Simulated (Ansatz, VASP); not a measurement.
# Two plane-wave programs on SiC

```
CELL_PARAMETERS angstrom
0.00000 2.17400 2.17400
2.17400 0.00000 2.17400
2.17400 2.17400 0.00000
ATOMIC_POSITIONS crystal
Si 0.95934 0.00000 0.00000
C 0.75000 0.75000 0.75000
```

Change from the starting cell: all Si atoms moved +0.125 Å, as atom 1 towards its neighbour atom 1 (Si) at 3.075 Å.

Alike in both runs: task single point; functional r2SCAN; k mesh 12 × 12 × 12; occupations gaussian, width 0.05 eV; no spin polarisation.

|  | VASP | Ansatz |
| --- | --- | --- |
| version | VASP 6.6.1 | Ansatz 0.2.0 |
| potentials or method | VASP PAW PBE potentials, release 64 (Si, C), cutoff 520 eV | scalar-relativistic, plane waves, PAW |
| valence electrons in the cell | 8 | 8 |

|  | VASP | Ansatz | Ansatz less VASP |
| --- | --- | --- | --- |
| gap on the k mesh at the Fermi level (eV) | 1.10 | 1.09 | -0.010 |
| least direct gap on the mesh (eV) | 4.80 | 4.79 | -0.013 |
| pressure (GPa) | 3.1 | 3.3 | +0.20 |
| traceless stress, the component that is largest in VASP (GPa) | 5.67 | 5.72 | +0.053 |
| rms of the force components (eV/Å) | 1.490 | 1.495 | +0.0043 |

VASP's potentials were made for PBE, not for r2SCAN. Atom by atom the forces differ by 0.004 eV/Å (rms over components). The functional is the same, so the differences come from potentials, cutoffs and numerics.
